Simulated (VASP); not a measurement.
A run of VASP 6.6.1:

Contents of INCAR:

```
SYSTEM = CdAg
PREC = Accurate ; ENCUT = 520
EDIFF = 1E-8 ; ISMEAR = -1
SIGMA = 0.05 ; LREAL = .FALSE.
LASPH = .TRUE. ; NELM = 80
ALGO = Normal ; ISIF = 2
LWAVE = .FALSE. ; LCHARG = .FALSE.
GGA = PS ; LEFG = .TRUE.
NBANDS = 18
```

File KPOINTS:

```
Automatic mesh
0
G
  12 12 12
  0 0 0
```

Contents of POSCAR:

```
CdAg
1.0
    3.3738208147      0.0000000000      0.0000000000
    0.0000000000      3.3738208147      0.0000000000
    0.0000000000      0.0000000000      3.3738208147
Cd Ag
1 1
Direct
    0.5000000000      0.5000000000      0.5000000000
    0.0000000000      0.0000000000      0.0000000000
```

Potentials or basis: VASP PAW PBE potentials, release 64 (Cd, Ag).

Launch:

```sh
$ cat potpaw_PBE.64/Cd/POTCAR potpaw_PBE.64/Ag/POTCAR > POTCAR
$ mpirun -np 1 vasp_std > vasp.out
```

Hardware: 1 thread of Intel Xeon 8259CL, with other jobs on the host.

**Question.** How long does it take, and how much memory?

**Answer.** It took 66 s on 1 thread of Intel Xeon 8259CL (shared host), peak memory 0.2 GiB. Counts: scf iterations 15, k points 84.
